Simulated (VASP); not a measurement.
Here is a VASP 6.6.1 calculation.

The input INCAR:

```
PREC = Accurate
ENCUT = 520
EDIFF = 1E-6
ISMEAR = -1
SIGMA = 0.02
LREAL = False
LASPH = True
NELM = 80
ALGO = Normal
ISIF = 2
LWAVE = False
LCHARG = False
GGA = PE
NBANDS = 18
```

KPOINTS

```
regular mesh
0
Gamma
  8 8 8
```

The input POSCAR:

```
PtSe2
1.0
    0.0000000000      3.1308957810      3.1308957810
    3.1308957810      0.0000000000      3.1308957810
    3.1308957810      3.1308957810      0.0000000000
Pt Se
1 2
Direct
    0.0000000000      0.0000000000      0.0000000000
    0.2500000000      0.2500000000      0.2500000000
    0.7500000000      0.7500000000      0.7500000000
```

Potentials or basis: VASP PAW PBE potentials, release 64 (Pt, Se).

Command:

```console
$ cat potpaw_PBE.64/Pt/POTCAR potpaw_PBE.64/Se/POTCAR > POTCAR
$ mpirun -np 1 vasp_std > vasp.out
```

Question: Predict the pressure.

Answer: 1.4 GPa.

Question: Estimate the band gap on the k mesh.

Answer: Zero (bands 11 and 12 overlap by 0.46 eV).

Caveat: spin-orbit coupling is left out, which moves the levels of the heavy elements.
